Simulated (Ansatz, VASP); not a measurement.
## CoSnH4: VASP beside Ansatz

```
Co Sn H
1.0
     0.00000    3.04902    3.04902
     3.04902    0.00000    3.04902
     3.04902    3.04902    0.00000
Co Sn H
1 1 4
Direct
  0.00000 0.00000 0.00000
  0.75000 0.75000 0.75000
  0.37500 0.87500 0.37500
  0.37500 0.37500 0.87500
  0.37500 0.37500 0.37500
  0.87500 0.37500 0.37500
```

Alike in both runs: task relaxation of cell and atoms; functional PBE; k mesh 6 × 6 × 6; occupations gaussian, width 0.1 eV; collinear spin.

|  | VASP | Ansatz |
| --- | --- | --- |
| version | VASP 6.6.1 | Ansatz 0.2.0 |
| potentials or method | VASP PAW PBE potentials, release 64 (Co, Sn_d, H), cutoff 600 eV | scalar-relativistic, plane waves, PAW |
| valence electrons in the cell | 27 | 35 |

```tsv
	VASP	Ansatz	Ansatz less VASP
gap on the k mesh at the Fermi level, each at its own relaxed structure (eV)	none	none	-
net moment per atom (μB)	0.00	0.00	0.000
relaxed volume (Å³/atom)	8.12	8.22	+0.098
relaxed cell length with the largest relative difference (Å)	4.100	4.117	+0.0164
```

A gap of «none» marks a metal or a gap that the smearing closes. VASP's potentials hold 27 valence electrons a cell and Ansatz's 35, so a difference there can come from the potentials and not from the codes. Ansatz's warnings: seeded moment not kept.
